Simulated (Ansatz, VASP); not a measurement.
**One calculation of LiAl4O, two programs**

```xyz
6
Lattice="2.8679 0.0000 0.0000 -1.4339 2.4836 0.0000 0.0000 0.0000 13.4375" Properties=species:S:1:pos:R:3 pbc="T T T"
Li    0.0000    0.0000    7.1248
Al    1.4339    0.8279    9.4786
Al    0.0000    0.0000   11.8556
Al    0.0000    0.0000    2.5567
Al    1.4339    0.8279    4.9026
O     1.4339    0.8279    1.7821
```

Change from the starting cell: species swapped into the MoWSe4 type (P3m1, No. 156).

Alike in both runs: functional PBE; k mesh 6 × 6 × 2; occupations gaussian, width 0.1 eV; no spin polarisation.

Ansatz relaxed the structure, and its values are those at the end. VASP's run is a single point on that final structure, the one shown.

|  | VASP | Ansatz |
| --- | --- | --- |
| version | VASP 6.6.1 | Ansatz 0.2.0 |
| potentials or method | VASP PAW PBE potentials, release 64 (Li_sv, Al, O), cutoff 520 eV | scalar-relativistic, plane waves, PAW |
| valence electrons in the cell | 21 | 21 |

|  | VASP | Ansatz | Ansatz less VASP |
| --- | --- | --- | --- |
| gap on the k mesh at the Fermi level (eV) | none | none | - |
| rms of the force components (eV/Å) | 0.017 | 0.017 | -0.0007 |

A gap of «none» marks a metal or a gap that the smearing closes. The functional is the same, so the differences come from potentials, cutoffs and numerics.

The k mesh is coarse, so the values compare programs but aren't converged. Noted on VASP's run: the cutoff is under 1.25 times that of the potentials, so the pressure is a little rough.
